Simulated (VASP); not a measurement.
# Si (Fd-3m) in VASP: further runs

Si is run at these levels: PBE; tasks: single point.

All numbers are computed with VASP 6.6.1; they aren't measurements. Logs are shortened: lines on timing, memory, paths and dates and some standing lists are left out, and cuts for length are marked.

### Step 1. The cell of the first run

Symmetry: Fd-3m, No. 227, cubic system. Conventional cell: a = 5.437 Å, b = 5.437 Å, c = 5.437 Å, α = 90.00°, β = 90.00°, γ = 90.00°. Si (site symmetry -43m) has 4 Si at 2.35 Å within 3.1 Å.

### Step 2. Single point, PBE

Input file INCAR:

```
PREC = Accurate ; ENCUT = 520
EDIFF = 1E-6 ; ISMEAR = -1
SIGMA = 0.1 ; LREAL = False
LASPH = True ; NELM = 80
ALGO = Normal ; ISIF = 2
LWAVE = False ; LCHARG = False
GGA = PE ; NBANDS = 11
```

Input file KPOINTS:

```
Automatic mesh
0
Gamma
  8 8 8
```

Input file POSCAR:

```
Si
1.0
    0.0000000000      2.7185000000      2.7185000000
    2.7185000000      0.0000000000      2.7185000000
    2.7185000000      2.7185000000      0.0000000000
Si
2
Direct
    0.5000000000      0.5000000000      0.5000000000
    0.7500000000      0.7500000000      0.7500000000
```

Potentials or basis: VASP PAW PBE potentials, release 64 (Si).

Command:

```sh
> cat potpaw_PBE.64/Si/POTCAR > POTCAR
> mpirun -np 1 vasp_std > vasp.out
```

OUTCAR:

```text
PREC = Accurate
   ENCUT = 520
   EDIFF = 1E-6
   ISMEAR = -1
   LREAL = False
   LASPH = True
   NELM = 80
   ISIF = 2
   GGA = PE

 ion  position               nearest neighbor table
   1  0.500  0.500  0.500-   2 2.35   2 2.35   2 2.35   2 2.35
   2  0.750  0.750  0.750-   1 2.35   1 2.35   1 2.35   1 2.35

  LATTYP: Found a face centered cubic cell.
 ALAT       =     5.4370000000

  Lattice vectors:

 A1 = (   0.0000000000,   2.7185000000,   2.7185000000)
 A2 = (   2.7185000000,   0.0000000000,   2.7185000000)
 A3 = (   2.7185000000,   2.7185000000,   0.0000000000)

Analysis of symmetry for initial positions (statically):
=====================================================================
 Subroutine PRICEL returns:
 Original cell was already a primitive cell.

 Routine SETGRP: Setting up the symmetry group for a
 face centered cubic supercell.

 Subroutine GETGRP returns: Found 48 space group operations
 (whereof 24 operations were pure point group operations)
 out of a pool of 48 trial point group operations.

The static configuration has the point symmetry T_d .
 The point group associated with its full space group is O_h .

Analysis of symmetry for dynamics (positions and initial velocities):
=====================================================================
 Subroutine PRICEL returns:
 Original cell was already a primitive cell.

 Routine SETGRP: Setting up the symmetry group for a
 face centered cubic supercell.

 Subroutine GETGRP returns: Found 48 space group operations
 (whereof 24 operations were pure point group operations)
 out of a pool of 48 trial point group operations.

The dynamic configuration has the point symmetry T_d .
 The point group associated with its full space group is O_h .

 Subroutine INISYM returns: Found 48 space group operations
 (whereof 24 operations are pure point group operations),
 and found     1 'primitive' translations

----------------------------------------------------------------------------------------

                                     Primitive cell

  volume of cell :      40.1807

  direct lattice vectors                    reciprocal lattice vectors
     0.000000000  2.718500000  2.718500000    -0.183924959  0.183924959  0.183924959
     2.718500000  0.000000000  2.718500000     0.183924959 -0.183924959  0.183924959
     2.718500000  2.718500000  0.000000000     0.183924959  0.183924959 -0.183924959

  length of vectors
[... 83 lines left out ...]
   LREAL  =      F    real-space projection
   EDIFFG = 0.1E-04   stopping-criterion for IOM
   NSW    =      0    number of steps for IOM
   IBRION =     -1    ionic relax: 0-MD 1-quasi-New 2-CG
   NFREE  =      0    steps in history (QN), initial steepest desc. (CG)
   ISIF   =      2    stress and relaxation
   ISYM   =      2    0-nonsym 1-usesym 2-fastsym
   POTIM  = 0.5000    time-step for ionic-motion
   TEBEG  =    0.0;   TEEND  =   0.0 temperature during run
   PSTRESS=    0.0 pullay stress
   NELECT =       8.0000    total number of electrons
   NUPDOWN=      -1.0000    fix difference up-down
   EMIN   =  10.00;   EMAX   =-10.00  energy-range for DOS
   EFERMI =   0.00;   METHOD = LEGACY
   ISMEAR =    -1;   SIGMA  =   0.10  broadening in eV -4-tet -1-fermi 0-gaus
   EFERMI_NEDOS =   21; number of points for ismear=-14 and -15
   IALGO  =     38    algorithm
   IMIX   =      4    mixing-type and parameters
     AMIX     =   0.40;   BMIX     =  1.00
     AMIX_MAG =   1.60;   BMIX_MAG =  1.00
  volume/ion in A,a.u.               =      20.09       135.58
  Fermi-wavevector in a.u.,A,eV,Ry     =   0.955943  1.806471 12.433381  0.913828
  Thomas-Fermi vector in A             =   2.084827
   LORBIT       =      0    0 simple, 1 ext, 2 COOP (PROOUT), +10 PAW based schemes
   GGA     = PE    functional components
   LHFCALC =     F    Hartree Fock is set to
   AEXX    =    0.0000 exact exchange contribution
   IVDW    =     0    specifies the selected vdW correction
   LEPSILON=     F    determine dielectric tensor
   LRPA    =     F    only Hartree local field effects (RPA)
 non-spin polarized calculation
  energy-cutoff  :      520.00
  volume of cell :       40.18
 maximum number of plane-waves:      1106
 NGX is ok and might be reduce to    30
   NGX = 15   NGY = 15   NGZ = 15

 number of electron       8.0000001 magnetization

 Free energy of the ion-electron system (eV)
  ---------------------------------------------------
  ext. energy  EPLUGINS =         0.00000000
  ---------------------------------------------------
  free energy    TOTEN  =       -10.84277575 eV

  energy without entropy =      -10.84163937  energy(sigma->0) =      -10.84220756

 E-fermi :   6.0629     XC(G=0):  -9.3951

 val. band max:        5.7913930035   @ k =   0.0000   0.0000   0.0000
 cond. band min:       6.4133621424   @ k =   0.3750   0.3750   0.0000
 fundamental gap:      0.6219691388
 Fermi energy:         6.0628553366

 k-point     1 :       0.0000    0.0000    0.0000
  band No.  band energies     occupation
      1      -6.1422      2.00000
      2       5.7914      1.87577
      3       5.7914      1.87577
      4       5.7914      1.87577
      5       8.3555      0.00000
      6       8.3555      0.00000
      7       8.3555      0.00000
      8       9.1251      0.00000
      9      13.5094      0.00000
     10      13.5094      0.00000
     11      13.7371      0.00000
[... 309 lines left out ...]
 k-point    24 :      -0.3750    0.2500    0.1250
  band No.  band energies     occupation
      1      -3.2824      2.00000
      2      -0.9786      2.00000
      3       2.3546      2.00000
      4       3.6427      2.00000
      5       8.8531      0.00000
      6       8.9260      0.00000
      7      11.6928      0.00000
      8      12.8998      0.00000
      9      13.1747      0.00000
     10      16.3616      0.00000
     11      17.4679      0.00000

 [... further k-points ...]
[... 5 lines left out ...]
  --------------------------------------------------------------------------------------
  -------------------------------------------------------------------------------------
  Total        0.4037002      0.4037002      0.4037002     -0.0000000      0.0000000      0.0000000
  in kB       16.0972428     16.0972428     16.0972428     -0.0000000      0.0000000      0.0000000
  external PRESSURE =      16.0972428 kB  Pullay stress =       0.0000000 kB

 VOLUME and BASIS-vectors are now :
 -----------------------------------------------------------------------------
  energy-cutoff  :      520.00
  volume of cell :       40.18
      direct lattice vectors                 reciprocal lattice vectors
     0.000000000  2.718500000  2.718500000    -0.183924959  0.183924959  0.183924959
     2.718500000  0.000000000  2.718500000     0.183924959 -0.183924959  0.183924959
     2.718500000  2.718500000  0.000000000     0.183924959  0.183924959 -0.183924959

 POSITION                                       TOTAL-FORCE (eV/Angst)
 -----------------------------------------------------------------------------------
      2.71850      2.71850      2.71850        -0.000000     -0.000000     -0.000000
      4.07775      4.07775      4.07775         0.000000      0.000000      0.000000
 -----------------------------------------------------------------------------------
    total drift:                                0.000000     -0.000000     -0.000000

  FREE ENERGIE OF THE ION-ELECTRON SYSTEM (eV)
  ---------------------------------------------------
  free  energy   TOTEN  =       -10.8427757461 eV

  energy  without entropy=      -10.8416393709  energy(sigma->0) =      -10.84220756
```

stdout:

```text
POSCAR found type information on POSCAR Si
 POSCAR found :  1 types and       2 ions
 scaLAPACK will be used
 LDA part: xc-table for (Slater+PW92), standard interpolation
 POSCAR, INCAR and KPOINTS ok, starting setup
 FFT: planning ... GRIDC
 FFT: planning ... GRID_SOFT
 FFT: planning ... GRID
 WAVECAR not read
 entering main loop
```

Wall time 13 s (1 thread of Intel Xeon 8259CL, shared host); peak memory 0.16 GiB.

What came out:

| Item | Value |
| --- | --- |
| Free energy | -10.8428 eV |
| Pressure | 1.6 GPa |
| Band gap on the k mesh | 0.62 eV, indirect (least direct gap 2.56 eV) |

Levels at points of the mesh, in eV from the valence-band top:
```csv
k point,band 1,band 2,band 3,band 4,band 5,band 6,band 7,band 8,band 9
"(0.00, 0.00, 0.00)",-11.93,0.00,0.00,0.00,2.56,2.56,2.56,3.33,7.72
"(0.50, 0.00, 0.00)",-9.61,-6.95,-1.19,-1.19,1.53,3.34,3.34,7.72,10.54
"(0.50, 0.50, 0.00)",-7.80,-7.80,-2.84,-2.84,0.72,0.72,10.09,10.09,10.96
```

A k mesh can miss the band edges. PBE gaps usually lie below the measured ones, often by a third to a half.

### Step 3. Single point, PBE

Input file INCAR:

```
SYSTEM = Si
  PREC = Accurate
  ENCUT = 500
  EDIFF = 1E-6
  ISMEAR = -1
  SIGMA = 0.1
  LREAL = .False.
  LASPH = .True.
  NELM = 120
  ALGO = Normal
  ISIF = 2
  LWAVE = .False.
  LCHARG = .False.
  GGA = PE
  NBANDS = 11
  GGA_COMPAT = .False.
```

Input file KPOINTS:

```
Automatic mesh
0
Gamma
  8 8 8
  0 0 0
```

POSCAR is that of step 2.

Potentials or basis: VASP PAW PBE potentials, release 64 (Si).

Command:

```sh
> cat potpaw_PBE.64/Si/POTCAR > POTCAR
> mpirun -np 1 vasp_std > vasp.out
```

Run time: 11 s. Hardware: 1 thread of Intel Xeon Platinum 8488C (Sapphire Rapids), shared host; peak memory 0.14 GiB.

Results (log left out):

```yaml
Free_energy: -10.8428 eV
Pressure: 1.6 GPa
Band_gap_on_the_k_mesh: 0.62 eV, indirect (least direct gap 2.56 eV)
```

Levels at points of the mesh, in eV from the valence-band top:
```
           k point  band 1  band 2  band 3  band 4  band 5  band 6  band 7  band 8
(0.00, 0.00, 0.00)  -11.93    0.00    0.00    0.00    2.56    2.56    2.56    3.33
(0.50, 0.00, 0.00)   -9.61   -6.95   -1.19   -1.19    1.53    3.34    3.34    7.72
(0.50, 0.50, 0.00)   -7.80   -7.80   -2.84   -2.84    0.72    0.72   10.09   10.09
```

A k mesh can miss the band edges. A hybrid or GW would open this gap; PBE tends to underestimate it.

### Step 4. Single point, PBE

Input file INCAR:

```
SYSTEM = Si
PREC = Accurate
ENCUT = 500
EDIFF = 1E-6
ISMEAR = -1
SIGMA = 0.001
LREAL = .FALSE.
LASPH = .TRUE.
NELM = 120
ALGO = Normal
ISIF = 2
LWAVE = .FALSE.
LCHARG = .FALSE.
GGA = PE
NBANDS = 11
GGA_COMPAT = .FALSE.
```

Input file KPOINTS:

```
Automatic mesh
0
G
  8 8 8
  0 0 0
```

POSCAR is that of step 3.

Command:

```sh
> cat potpaw_PBE.64/Si/POTCAR > POTCAR
> mpirun -np 1 vasp_std > vasp.out
```

Wall time 8.9 s (1 thread of Intel Xeon Platinum 8488C (Sapphire Rapids), shared host); peak memory 0.14 GiB.

The run converged. Its results:

```yaml
Free_energy: -10.8425 eV
Pressure: 1.6 GPa
Band_gap_on_the_k_mesh: 0.62 eV, indirect (least direct gap 2.56 eV)
```

Levels at points of the mesh, in eV from the valence-band top:
```tsv
k point	band 1	band 2	band 3	band 4	band 5	band 6	band 7	band 8	band 9
(0.00, 0.00, 0.00)	-11.93	0.00	0.00	0.00	2.56	2.56	2.56	3.33	7.72
(0.50, 0.00, 0.00)	-9.61	-6.95	-1.19	-1.19	1.53	3.34	3.34	7.72	10.54
(0.50, 0.50, 0.00)	-7.80	-7.80	-2.84	-2.84	0.72	0.72	10.09	10.09	10.96
```

A k mesh can miss the band edges. PBE gaps usually lie below the measured ones, often by a third to a half.

### Step 5. Overview

| cutoff (eV) | smearing | gap on the mesh (eV) | pressure (GPa) |
| --- | --- | --- | --- |
| 520 | fermi-dirac 0.1 eV | 0.62 | 1.6 |
| 500 | fermi-dirac 0.1 eV | 0.62 | 1.6 |
| 500 | fermi-dirac 0.001 eV | 0.62 | 1.6 |

Alike in all rows: task single point; level PBE; potentials or basis VASP PAW PBE potentials, release 64 (Si); no spin polarisation; cell as given; k mesh 8 × 8 × 8.

On the cell as given the gap runs from 0.62 eV (PBE) to 0.62 eV (PBE).

Total energies depend on the potentials used, so only differences within one code and one set of settings carry meaning.
